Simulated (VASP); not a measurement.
Input of a VASP 6.6.1 run:

Contents of INCAR:

```
SYSTEM = Li
  ALGO = Fast
  EDIFF = 1E-6
  ENCUT = 520
  GGA = PE
  ISIF = 2
  ISMEAR = 0
  LASPH = .True.
  LCHARG = .False.
  LREAL = .False.
  LWAVE = .False.
  NBANDS = 30
  NELM = 80
  PREC = Accurate
  SIGMA = 0.1
```

The input KPOINTS:

```
k-points
0
Gamma
  8 8 8
  0 0 0
```

POSCAR

```
Li
1.0
    7.6861018716     -2.8804899036      0.0000000000
    7.6861018716      2.8804899036      0.0000000000
    0.0000000000      0.0000000000      5.5184797548
Li
12
Direct
    0.7501681403      0.2498318597     -0.0001329522
    0.2498318597      0.7501681403      1.0001329522
    0.7498318597      0.2501681403      0.4998670478
    0.2501681403      0.7498318597      0.5001329522
    0.0716119743      0.2494301785      0.2500690324
    0.2494301785      0.0716119743      0.7499309676
    0.7494301785      0.5716119743      0.7500690324
    0.5716119743      0.7494301785      0.2499309676
    0.9283880257      0.7505698215      0.7499309676
    0.7505698215      0.9283880257      0.2500690324
    0.2505698215      0.4283880257      0.2499309676
    0.4283880257      0.2505698215      0.7500690324
```

Potentials or basis: VASP PAW PBE potentials, release 64 (Li_sv).

Run with:

```sh
$ cat potpaw_PBE.64/Li_sv/POTCAR > POTCAR
$ mpirun -np 1 vasp_std > vasp.out
```

(1) What does it give for the band gap on the k mesh?

Answers

(1) zero (bands 18 and 19 overlap by 1.45 eV).
